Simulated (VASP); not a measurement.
Write the native input for VASP 6.6.1 that does the following.

* Task: single point
* Functional: PBE
* Potentials or basis: VASP PAW PBE potentials, release 64 (Hf_pv)
* Cutoff: 520 eV
* k mesh: 13 × 13 × 7
* Occupations: fermi-dirac, width 0.05 eV
* Spin: no spin polarisation
* Dipole correction: no
* Further INCAR settings: ALGO = Normal; EDIFF = 1e-06; NBANDS = 17

The structure of Hf lies in POSCAR:

```
Hf
1.0
    3.1007975685      0.0000000000      0.0000000000
   -1.5503987842      2.6853694663      0.0000000000
    0.0000000000      0.0000000000      5.0578000000
Hf
2
Direct
    0.3333333333      0.6666666667      0.2500000000
    0.6666666667      0.3333333333      0.7500000000
```

This cell differs from its parent crystal: equal xx and yy strain of -3 %.

One way to write it, as run:

INCAR

```
PREC = Accurate
ENCUT = 520
EDIFF = 1E-6
ISMEAR = -1
SIGMA = 0.05
LREAL = F
LASPH = T
NELM = 60
ALGO = Normal
ISIF = 2
LWAVE = F
LCHARG = F
GGA = PE
NBANDS = 17
```

KPOINTS

```
regular mesh
0
Gamma
  13 13 7
```

Potentials or basis: VASP PAW PBE potentials, release 64 (Hf_pv).

Launch:

```console
$ cat potpaw_PBE.64/Hf_pv/POTCAR > POTCAR
$ mpirun -np 1 vasp_std > vasp.out
```

It gave:

```
Pressure               : 7.6 GPa
Band gap on the k mesh : zero (band 10 reaches 6.53 eV, above the bottom of band 11 at 5.00 eV)
```

Caveat: the cell differs from its parent crystal (equal xx and yy strain of -3 %); spin-orbit coupling is left out, which moves the levels of the heavy elements.

Run time: 65 s on 1 thread of Intel Xeon 8259CL (shared host), peak memory 0.19 GiB.
